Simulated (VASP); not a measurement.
# Cu3O2 (I4/mmm) in VASP: single point with LDA

Aim: the single point of Cu3O2 with LDA.

All numbers are computed with VASP 6.6.1; they aren't measurements. Logs are shortened: lines on timing, memory, paths and dates and some standing lists are left out, and cuts for length are marked.

## Step 1: The cell of the first run

The structure is tetragonal, space group I4/mmm (No. 139). The conventional cell has a = 3.910 Å, b = 3.910 Å, c = 7.177 Å, α = 90.00°, β = 90.00°, γ = 90.00°. Cu (site symmetry -4m2) has 2 O at 1.79 Å within 2.4 Å. Within 2.7 Å of Cu (site symmetry 4/mmm) lie 4 O at 1.96 Å and 8 Cu at 2.65 Å. Within 2.4 Å of O (site symmetry mmm) lie 4 Cu at 1.79 to 1.96 Å.

## Step 2: Single point, LDA

Contents of INCAR:

```
SYSTEM = Cu3O2
PREC = Accurate
ENCUT = 520
EDIFF = 1E-7
ISMEAR = 0
SIGMA = 0.15
LREAL = .FALSE.
LASPH = .TRUE.
NELM = 100
ALGO = Normal
ISIF = 2
LWAVE = .FALSE.
LCHARG = .FALSE.
NBANDS = 30
```

Contents of KPOINTS:

```
regular mesh
0
G
  14 14 14
  0 0 0
```

Contents of POSCAR:

```
Cu3O2
1.0
   -1.9550019901      1.9550019901      3.5884925292
    1.9550019901     -1.9550019901      3.5884925292
    1.9550019901      1.9550019901     -3.5884925292
Cu O
3 2
Direct
    0.2500000000      0.7500000000      0.5000000000
    0.7500000000      0.2500000000      0.5000000000
    0.0000000000      0.0000000000      0.0000000000
    0.0000000000      0.5000000000      0.5000000000
    0.5000000000      0.0000000000      0.5000000000
```

Potentials or basis: VASP PAW LDA potentials, release 64 (Cu, O).

The run is started by

```bash
$ cat potpaw_LDA.64/Cu/POTCAR potpaw_LDA.64/O/POTCAR > POTCAR
$ mpirun -np 1 vasp_std > vasp.out
```

OUTCAR:

```text
SYSTEM = Cu3O2
   PREC = Accurate
   ENCUT = 520
   EDIFF = 1E-7
   ISMEAR = 0
   LREAL = .FALSE.
   LASPH = .TRUE.
   NELM = 100
   ISIF = 2

 ion  position               nearest neighbor table
   1  0.250  0.750  0.500-   4 1.79   5 1.79   3 2.65   3 2.65   3 2.65   3 2.65   2 2.76   2 2.76
                             2 2.76   2 2.76
   2  0.750  0.250  0.500-   4 1.79   5 1.79   3 2.65   3 2.65   3 2.65   3 2.65   1 2.76   1 2.76
                             1 2.76   1 2.76
   3  0.000  0.000  0.000-   4 1.96   5 1.96   4 1.96   5 1.96   2 2.65   1 2.65   1 2.65   2 2.65
                             2 2.65   1 2.65   1 2.65   2 2.65
   4  0.000  0.500  0.500-   1 1.79   2 1.79   3 1.96   3 1.96
   5  0.500  0.000  0.500-   1 1.79   2 1.79   3 1.96   3 1.96

  LATTYP: Found a body centered tetragonal cell.
 ALAT       =     3.9100039802
 C/A-ratio  =     1.8355441822

  Lattice vectors:

 A1 = (  -1.9550019901,   1.9550019901,   3.5884925292)
 A2 = (   1.9550019901,  -1.9550019901,   3.5884925292)
 A3 = (   1.9550019901,   1.9550019901,  -3.5884925292)

Analysis of symmetry for initial positions (statically):
=====================================================================
 Subroutine PRICEL returns:
 Original cell was already a primitive cell.

 Routine SETGRP: Setting up the symmetry group for a
 body centered tetragonal supercell.

 Subroutine GETGRP returns: Found 16 space group operations
 (whereof 16 operations were pure point group operations)
 out of a pool of 16 trial point group operations.

The static configuration has the point symmetry D_4h.

Analysis of symmetry for dynamics (positions and initial velocities):
=====================================================================
 Subroutine PRICEL returns:
 Original cell was already a primitive cell.

 Routine SETGRP: Setting up the symmetry group for a
 body centered tetragonal supercell.

 Subroutine GETGRP returns: Found 16 space group operations
 (whereof 16 operations were pure point group operations)
 out of a pool of 16 trial point group operations.

The dynamic configuration has the point symmetry D_4h.

 Subroutine INISYM returns: Found 16 space group operations
 (whereof 16 operations are pure point group operations),
 and found     1 'primitive' translations

----------------------------------------------------------------------------------------

[... 94 lines left out ...]
   LSORBIT =      F    spin-orbit coupling
   LASPH  =      T    aspherical Exc in radial PAW
   ENCUT  =  520.0 eV  38.22 Ry    6.18 a.u.   8.42  8.42  8.42*2*pi/ulx,y,z
   NELM   =    100;   NELMIN=  2; NELMDL= -5     # of ELM steps
   EDIFF  = 0.1E-06   stopping-criterion for ELM
   LREAL  =      F    real-space projection
   EDIFFG = 0.1E-05   stopping-criterion for IOM
   NSW    =      0    number of steps for IOM
   IBRION =     -1    ionic relax: 0-MD 1-quasi-New 2-CG
   NFREE  =      0    steps in history (QN), initial steepest desc. (CG)
   ISIF   =      2    stress and relaxation
   ISYM   =      2    0-nonsym 1-usesym 2-fastsym
   POTIM  = 0.5000    time-step for ionic-motion
   TEBEG  =    0.0;   TEEND  =   0.0 temperature during run
   PSTRESS=    0.0 pullay stress
   NELECT =      45.0000    total number of electrons
   NUPDOWN=      -1.0000    fix difference up-down
   EMIN   =  10.00;   EMAX   =-10.00  energy-range for DOS
   EFERMI =   0.00;   METHOD = LEGACY
   ISMEAR =     0;   SIGMA  =   0.15  broadening in eV -4-tet -1-fermi 0-gaus
   EFERMI_NEDOS =   21; number of points for ismear=-14 and -15
   IALGO  =     38    algorithm
   IMIX   =      4    mixing-type and parameters
     AMIX     =   0.40;   BMIX     =  1.00
     AMIX_MAG =   1.60;   BMIX_MAG =  1.00
  volume/ion in A,a.u.               =      10.97        74.04
  Fermi-wavevector in a.u.,A,eV,Ry     =   1.532464  2.895936 31.952533  2.348445
  Thomas-Fermi vector in A             =   2.639666
   LORBIT       =      0    0 simple, 1 ext, 2 COOP (PROOUT), +10 PAW based schemes
   GGA     = CA    functional components
   LHFCALC =     F    Hartree Fock is set to
   AEXX    =    0.0000 exact exchange contribution
   IVDW    =     0    specifies the selected vdW correction
   LEPSILON=     F    determine dielectric tensor
   LRPA    =     F    only Hartree local field effects (RPA)
 non-spin polarized calculation
 Gauss-broadening in eV      SIGMA  =   0.15
  energy-cutoff  :      520.00
  volume of cell :       54.86
 maximum number of plane-waves:      1496
 NGX is ok and might be reduce to    36
   NGX = 17   NGY = 17   NGZ = 17

 number of electron      44.9999979 magnetization

 Free energy of the ion-electron system (eV)
  ---------------------------------------------------
  ext. energy  EPLUGINS =         0.00000000
  ---------------------------------------------------
  free energy    TOTEN  =       -27.24344005 eV

  energy without entropy =      -27.22312689  energy(sigma->0) =      -27.23328347

 E-fermi :   5.1724     XC(G=0): -12.1694

 val. band max:        5.1702107167   @ k =  -0.3571  -0.3571   0.1429
 cond. band min:       5.1837666692   @ k =  -0.3571   0.5000   0.2143
 fundamental gap:      0.0135559525
 Fermi energy:         5.1723532486

 k-point     1 :       0.0000    0.0000    0.0000
  band No.  band energies     occupation
      1     -14.4067      2.00000
      2     -12.8500      2.00000
      3      -2.0516      2.00000
      4      -1.0772      2.00000
      5      -1.0772      2.00000
      6      -0.3919      2.00000
[... 781 lines left out ...]
     29      15.4397      0.00000
     30      16.9302      0.00000

 [... further k-points ...]
[... 5 lines left out ...]
  --------------------------------------------------------------------------------------
  -------------------------------------------------------------------------------------
  Total        0.2504212      0.2504212      0.9406534      0.0000000      0.0000000      0.0000000
  in kB        7.3133316      7.3133316     27.4709550      0.0000000      0.0000000      0.0000000
  external PRESSURE =      14.0325394 kB  Pullay stress =       0.0000000 kB

 VOLUME and BASIS-vectors are now :
 -----------------------------------------------------------------------------
  energy-cutoff  :      520.00
  volume of cell :       54.86
      direct lattice vectors                 reciprocal lattice vectors
    -1.955001990  1.955001990  3.588492529     0.000000000  0.255754215  0.139334274
     1.955001990 -1.955001990  3.588492529     0.255754215  0.000000000  0.139334274
     1.955001990  1.955001990 -3.588492529     0.255754215  0.255754215  0.000000000

 POSITION                                       TOTAL-FORCE (eV/Angst)
 -----------------------------------------------------------------------------------
      1.95500     -0.00000      1.79425        -0.000000      0.000000     -0.000000
     -0.00000      1.95500      1.79425         0.000000     -0.000000      0.000000
      0.00000      0.00000      0.00000         0.000000     -0.000000     -0.000000
      1.95500      0.00000      0.00000         0.000000     -0.000000     -0.000000
      0.00000      1.95500      0.00000         0.000000     -0.000000     -0.000000
 -----------------------------------------------------------------------------------
    total drift:                                0.000000      0.000000      0.000000

  FREE ENERGIE OF THE ION-ELECTRON SYSTEM (eV)
  ---------------------------------------------------
  free  energy   TOTEN  =       -27.2434400547 eV

  energy  without entropy=      -27.2231268858  energy(sigma->0) =      -27.23328347
```

OSZICAR:

```text
N       E                     dE             d eps       ncg     rms          rms(c)
DAV:   1     0.433497324021E+03    0.43350E+03   -0.20879E+04 15366   0.244E+03
DAV:   2     0.344576045814E+02   -0.39904E+03   -0.37506E+03 14766   0.452E+02
DAV:   3    -0.311207551600E+02   -0.65578E+02   -0.62022E+02 19016   0.208E+02
DAV:   4    -0.344491609457E+02   -0.33284E+01   -0.33012E+01 21050   0.524E+01
DAV:   5    -0.344835017659E+02   -0.34341E-01   -0.34329E-01 20140   0.576E+00    0.193E+01
DAV:   6    -0.308926336057E+02    0.35909E+01   -0.54285E+01 20748   0.169E+02    0.135E+01
DAV:   7    -0.272142629852E+02    0.36784E+01   -0.15783E+01 18568   0.115E+02    0.307E+00
DAV:   8    -0.273398327253E+02   -0.12557E+00   -0.22501E+00 22018   0.156E+01    0.199E+00
DAV:   9    -0.272885778946E+02    0.51255E-01   -0.21089E-01 21446   0.195E+01    0.173E+00
DAV:  10    -0.272523155158E+02    0.36262E-01   -0.17967E-01 22780   0.159E+01    0.650E-01
DAV:  11    -0.272470036239E+02    0.53119E-02   -0.25016E-02 22752   0.283E+00    0.503E-01
DAV:  12    -0.272434598983E+02    0.35437E-02   -0.13976E-02 22558   0.120E+00    0.818E-02
DAV:  13    -0.272434928024E+02   -0.32904E-04   -0.97796E-04 19114   0.379E-01    0.646E-02
DAV:  14    -0.272434426036E+02    0.50199E-04   -0.17529E-04 22670   0.306E-01    0.169E-02
DAV:  15    -0.272434404913E+02    0.21123E-05   -0.34261E-05 22658   0.149E-01    0.554E-03
DAV:  16    -0.272434401215E+02    0.36973E-06   -0.40565E-06 24984   0.455E-02    0.172E-03
DAV:  17    -0.272434400547E+02    0.66851E-07   -0.44886E-07 16362   0.895E-03
   1 F= -.27243440E+02 E0= -.27233283E+02  d E =-.203132E-01
```

It took 6.8 min on 1 thread of Intel Xeon Platinum 8488C (Sapphire Rapids), shared host; peak memory 0.41 GiB.

What came out:

- Free energy: -27.2434 eV
- Pressure: 1.4 GPa
- Band gap on the k mesh: zero (an odd number of electrons rules out a gap without spin polarisation)

Caveat: an odd number of electrons without spin polarisation forces a metal; a magnetic or distorted state may lie lower.
